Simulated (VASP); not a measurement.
# RbGe4N2 (P-3m1) in VASP: a series of runs, part 2 of 2

VASP 6.6.1. Earlier steps stand in the parts before.

## 3. Single point, PBE

This run uses another cell than the first one, of 18.76 Å³/atom, 1.045 times its volume.

Contents of INCAR:

```
PREC = Accurate
ENCUT = 520
EDIFF = 1E-6
ISMEAR = 0
SIGMA = 0.1
LREAL = F
LASPH = T
NELM = 100
ALGO = Normal
ISIF = 2
LWAVE = F
LCHARG = F
GGA = PE
NBANDS = 46
```

Contents of KPOINTS:

```
Automatic mesh
0
Gamma
  6 6 2
```

Contents of POSCAR:

```
RbGe4N2
1.0
    3.3199659300      0.0000000000      0.0000000000
   -1.6599829700      2.8751748400      0.0000000000
    0.0000000000      0.0000000000     13.7562128000
Rb Ge N
1 4 2
Direct
    0.0000000000      0.0000000000      0.5000000000
    0.6666666700      0.3333333300      0.3552720000
    0.3333333300      0.6666666700      0.6447280000
    0.3333333300      0.6666666700      0.8652080300
    0.6666666700      0.3333333300      0.1347919700
    0.0000000000      0.0000000000      0.2427400100
    0.0000000000      0.0000000000      0.7572599900
```

Potentials or basis: VASP PAW PBE potentials, release 64 (Rb_sv, Ge_d, N).

On the command line:

```
cat potpaw_PBE.64/Rb_sv/POTCAR potpaw_PBE.64/Ge_d/POTCAR potpaw_PBE.64/N/POTCAR > POTCAR
mpirun -np 1 vasp_std > vasp.out
```

OUTCAR:

```text
PREC = Accurate
   ENCUT = 520
   EDIFF = 1E-6
   ISMEAR = 0
   LREAL = F
   LASPH = T
   NELM = 100
   ISIF = 2
   GGA = PE

 ion  position               nearest neighbor table
   1  0.000  0.000  0.500-   2 2.76   3 2.76   2 2.76   3 2.76   2 2.76   3 2.76   6 3.54   7 3.54
                             3 4.32   2 4.32   2 4.32   3 4.32   3 4.32   2 4.32
   2  0.667  0.333  0.355-   1 2.76   1 2.76   1 2.76   1 4.32   1 4.32   1 4.32
   3  0.333  0.667  0.645-   1 2.76   1 2.76   1 2.76   1 4.32   1 4.32   1 4.32
   4  0.333  0.667  0.865-
   5  0.667  0.333  0.135-
   6  0.000  0.000  0.243-   1 3.54
   7  0.000  0.000  0.757-   1 3.54

  LATTYP: Found a hexagonal cell.
 ALAT       =     3.3199659300
 C/A-ratio  =     4.1434801110

  Lattice vectors:

 A1 = (   3.3199659300,   0.0000000000,   0.0000000000)
 A2 = (  -1.6599829700,   2.8751748400,   0.0000000000)
 A3 = (   0.0000000000,   0.0000000000,  13.7562128000)

Analysis of symmetry for initial positions (statically):
=====================================================================
 Subroutine PRICEL returns:
 Original cell was already a primitive cell.

 Routine SETGRP: Setting up the symmetry group for a
 hexagonal supercell.

 Subroutine GETGRP returns: Found 12 space group operations
 (whereof 12 operations were pure point group operations)
 out of a pool of 24 trial point group operations.

The static configuration has the point symmetry D_3d.

Analysis of symmetry for dynamics (positions and initial velocities):
=====================================================================
 Subroutine PRICEL returns:
 Original cell was already a primitive cell.

 Routine SETGRP: Setting up the symmetry group for a
 hexagonal supercell.

 Subroutine GETGRP returns: Found 12 space group operations
[... 122 lines left out ...]
     AMIX_MAG =   1.60;   BMIX_MAG =  1.00
  volume/ion in A,a.u.               =      18.76       126.59
  Fermi-wavevector in a.u.,A,eV,Ry     =   1.358302  2.566819 25.102534  1.844984
  Thomas-Fermi vector in A             =   2.485147
   LORBIT       =      0    0 simple, 1 ext, 2 COOP (PROOUT), +10 PAW based schemes
   GGA     = PE    functional components
   LHFCALC =     F    Hartree Fock is set to
   AEXX    =    0.0000 exact exchange contribution
   IVDW    =     0    specifies the selected vdW correction
   LEPSILON=     F    determine dielectric tensor
   LRPA    =     F    only Hartree local field effects (RPA)
 non-spin polarized calculation
 Gauss-broadening in eV      SIGMA  =   0.10
  energy-cutoff  :      520.00
  volume of cell :      131.31
 maximum number of plane-waves:      3570
 NGX is ok and might be reduce to    28
   NGX = 13   NGY = 13   NGZ = 51

 number of electron      74.9999985 magnetization

 Free energy of the ion-electron system (eV)
  ---------------------------------------------------
  ext. energy  EPLUGINS =         0.00000000
  ---------------------------------------------------
  free energy    TOTEN  =       -27.14442868 eV

  energy without entropy =      -27.12243327  energy(sigma->0) =      -27.13343097

 E-fermi :   4.7981     XC(G=0): -10.2952

 val. band max:        4.7693061517   @ k =   0.3333   0.1667   0.5000
 cond. band min:       4.8455994959   @ k =   0.5000   0.0000   0.5000
 fundamental gap:      0.0762933442
 Fermi energy:         4.7981084375

 k-point     1 :       0.0000    0.0000    0.0000
  band No.  band energies     occupation
      1     -23.7467      2.00000
      2     -20.3426      2.00000
      3     -20.3391      2.00000
      4     -20.3165      2.00000
      5     -20.3165      2.00000
      6     -20.3156      2.00000
[... 675 lines left out ...]
     45       7.9654      0.00000
     46       8.3003      0.00000

------------------------ aborting loop because EDIFF is reached ----------------------------------------

  FORCE on cell =-STRESS in cart. coord.  units (eV):
  Direction    XX          YY          ZZ          XY          YZ          ZX
  --------------------------------------------------------------------------------------
  -------------------------------------------------------------------------------------
  Total       -1.1247145     -1.1247145      2.9060101      0.0000000      0.0000000     -0.0000000
  in kB      -13.7232230    -13.7232230     35.4577295      0.0000000      0.0000000     -0.0000000
  external PRESSURE =       2.6704278 kB  Pullay stress =       0.0000000 kB

 VOLUME and BASIS-vectors are now :
 -----------------------------------------------------------------------------
  energy-cutoff  :      520.00
  volume of cell :      131.31
      direct lattice vectors                 reciprocal lattice vectors
     3.319965930  0.000000000  0.000000000     0.301207910  0.173902468  0.000000000
    -1.659982970  2.875174840  0.000000000     0.000000000  0.347804936  0.000000000
     0.000000000  0.000000000 13.756212800     0.000000000  0.000000000  0.072694426

 POSITION                                       TOTAL-FORCE (eV/Angst)
 -----------------------------------------------------------------------------------
      0.00000      0.00000      6.87811        -0.000000      0.000000      0.000000
      1.65998      0.95839      4.88720         0.000000      0.000000     -5.384172
     -0.00000      1.91678      8.86902         0.000000      0.000000      5.384172
     -0.00000      1.91678     11.90199        -0.000000      0.000000     -1.968958
      1.65998      0.95839      1.85423         0.000000     -0.000000      1.968958
      0.00000      0.00000      3.33918        -0.000000     -0.000000     -0.418595
      0.00000      0.00000     10.41703        -0.000000      0.000000      0.418595
 -----------------------------------------------------------------------------------
    total drift:                               -0.000000      0.000000      0.000000

  FREE ENERGIE OF THE ION-ELECTRON SYSTEM (eV)
  ---------------------------------------------------
  free  energy   TOTEN  =       -27.1444286767 eV

  energy  without entropy=      -27.1224332703  energy(sigma->0) =      -27.13343097
```

OSZICAR:

```text
N       E                     dE             d eps       ncg     rms          rms(c)
DAV:   1     0.896842313791E+03    0.89684E+03   -0.35005E+04  1630   0.396E+03
DAV:   2     0.156049593925E+03   -0.74079E+03   -0.71558E+03  1288   0.101E+03
DAV:   3    -0.131138639124E+02   -0.16916E+03   -0.16287E+03  1442   0.252E+02
DAV:   4    -0.302690406742E+02   -0.17155E+02   -0.16852E+02  1872   0.825E+01
DAV:   5    -0.308332340129E+02   -0.56419E+00   -0.56197E+00  1818   0.148E+01    0.176E+01
DAV:   6    -0.281264306672E+02    0.27068E+01   -0.32006E+01  2064   0.200E+01    0.104E+01
DAV:   7    -0.271483974408E+02    0.97803E+00   -0.76398E+00  1586   0.962E+00    0.624E+00
DAV:   8    -0.272644171875E+02   -0.11602E+00   -0.19411E+00  1924   0.529E+00    0.198E+00
DAV:   9    -0.271436200510E+02    0.12080E+00   -0.52642E-01  1972   0.324E+00    0.998E-01
DAV:  10    -0.271447876917E+02   -0.11676E-02   -0.84294E-02  1538   0.112E+00    0.372E-01
DAV:  11    -0.271451436485E+02   -0.35596E-03   -0.10393E-02  1694   0.604E-01    0.208E-01
DAV:  12    -0.271444779898E+02    0.66566E-03   -0.23032E-03  1656   0.366E-01    0.802E-02
DAV:  13    -0.271444182666E+02    0.59723E-04   -0.80701E-04  1530   0.136E-01    0.176E-02
DAV:  14    -0.271444294141E+02   -0.11148E-04   -0.75553E-05  1944   0.521E-02    0.114E-02
DAV:  15    -0.271444286767E+02    0.73742E-06   -0.97558E-06  1714   0.264E-02
   1 F= -.27144429E+02 E0= -.27133431E+02  d E =-.219954E-01
```

Run time: 1.7 min. Hardware: 1 thread of Intel Xeon Platinum 8259CL at 2.50GHz (Skylake/Cascade Lake), shared host; peak memory 0.31 GiB.

Results:

* Free energy: -27.1444 eV
* Pressure: 0.3 GPa
* Largest force: 5.384 eV/Å

Forces on the atoms (eV/Å):
```
Rb   0.000  0.000  0.000
Ge   0.000  0.000 -5.384
Ge   0.000  0.000  5.384
Ge   0.000  0.000 -1.969
Ge   0.000  0.000  1.969
N    0.000  0.000 -0.419
N    0.000  0.000  0.419
```

Stress tensor (GPa, compression positive):
```
-1.37  0.00  0.00
 0.00 -1.37  0.00
 0.00  0.00  3.55
```

Caveat: the k points lie up to 0.36 Å⁻¹ apart; forces of over 1 eV/Å act on the atoms, so gaps and moduli don't describe the material at rest.

## 4. Single point, PBE

This run uses another cell than the first one, of 18.11 Å³/atom, 1.009 times its volume.

Contents of INCAR:

```
PREC = Accurate
ENCUT = 520
EDIFF = 1E-7
ISMEAR = 0
SIGMA = 0.1
LREAL = False
LASPH = True
NELM = 100
ALGO = Normal
ISIF = 2
LWAVE = False
LCHARG = True
GGA = PE
LELF = True
LVHAR = True
NBANDS = 46
```

KPOINTS is that of step 3.

Contents of POSCAR:

```
RbGe4N2
1.0
    3.1202397157      0.0000000027      0.0000000000
   -1.5601198602      2.7022068584      0.0000000000
    0.0000000000      0.0000000000     15.0366614466
Rb Ge N
1 4 2
Direct
    0.0000000000      0.0000000000      0.5000000000
    0.6666666667      0.3333333333      0.3029862355
    0.3333333333      0.6666666667      0.6970137645
    0.3333333333      0.6666666667      0.9123582642
    0.6666666667      0.3333333333      0.0876417358
    0.0000000000      0.0000000000      0.2479520397
    0.0000000000      0.0000000000      0.7520479603
```

On the command line:

```
cat potpaw_PBE.64/Rb_sv/POTCAR potpaw_PBE.64/Ge_d/POTCAR potpaw_PBE.64/N/POTCAR > POTCAR
mpirun -np 1 vasp_std > vasp.out
```

It took 84 s on 1 thread of Intel Xeon Platinum 8259CL at 2.50GHz (Skylake/Cascade Lake), shared host; peak memory 0.27 GiB.

It converged, with:

```yaml
Free_energy: -32.3732 eV
Pressure: 0.1 GPa
Largest_force: 0.022 eV/Å
```

Forces on the atoms (eV/Å):
```
Rb   0.000  0.000  0.000
Ge   0.000  0.000 -0.022
Ge   0.000  0.000  0.022
Ge   0.000  0.000 -0.002
Ge   0.000  0.000  0.002
N    0.000  0.000  0.016
N    0.000  0.000 -0.016
```

Stress tensor (GPa, compression positive):
```
-0.05  0.00  0.00
 0.00 -0.05  0.00
 0.00  0.00  0.37
```

Levels at points of the mesh, in eV from the Fermi level:
| k point | band 34 | band 35 | band 36 | band 37 | band 38 | band 39 | band 40 | band 41 | band 42 | band 43 |
| --- | --- | --- | --- | --- | --- | --- | --- | --- | --- | --- |
| (0.00, 0.00, 0.00) | -2.05 | -2.05 | -0.95 | -0.26 | 1.35 | 2.33 | 2.53 | 4.31 | 5.16 | 5.16 |
| (0.50, 0.00, 0.00) | -3.52 | -3.52 | -2.25 | -1.61 | -1.14 | 0.27 | 1.22 | 1.57 | 2.29 | 3.01 |
| (0.00, 0.00, 0.50) | -2.05 | -2.05 | -1.52 | 0.66 | 0.70 | 2.27 | 2.75 | 4.23 | 5.16 | 5.16 |
| (0.50, 0.00, 0.50) | -3.52 | -3.34 | -2.48 | -1.72 | -0.81 | 0.36 | 1.13 | 1.42 | 1.94 | 3.10 |

Caveat: the k points lie up to 0.39 Å⁻¹ apart.

## 5. Overview

```csv
cell,k mesh,gap on the mesh (eV),pressure (GPa),largest force (eV/Å)
"a = 3.143, b = 3.143, c = 14.692 Å, angles 90.0, 90.0, 120.0°, 7 atoms",15 × 15 × 4,none,0.0,0.01
"a = 3.320, b = 3.320, c = 13.756 Å, angles 90.0, 90.0, 120.0°, 7 atoms",6 × 6 × 2,none,0.3,5.38
"a = 3.120, b = 3.120, c = 15.037 Å, angles 90.0, 90.0, 120.0°, 7 atoms",6 × 6 × 2,none,0.1,0.02
```

Alike in all rows: task single point; level PBE; potentials or basis VASP PAW PBE potentials, release 64 (Rb_sv, Ge_d, N); no spin polarisation; cutoff (eV) 520; smearing gaussian 0.1 eV.

Caveats: some runs use coarse meshes; forces of over 1 eV/Å act on the atoms, so gaps and moduli don't describe the material at rest (some runs).

Total energies depend on the potentials used, so only differences within one code and one set of settings carry meaning.
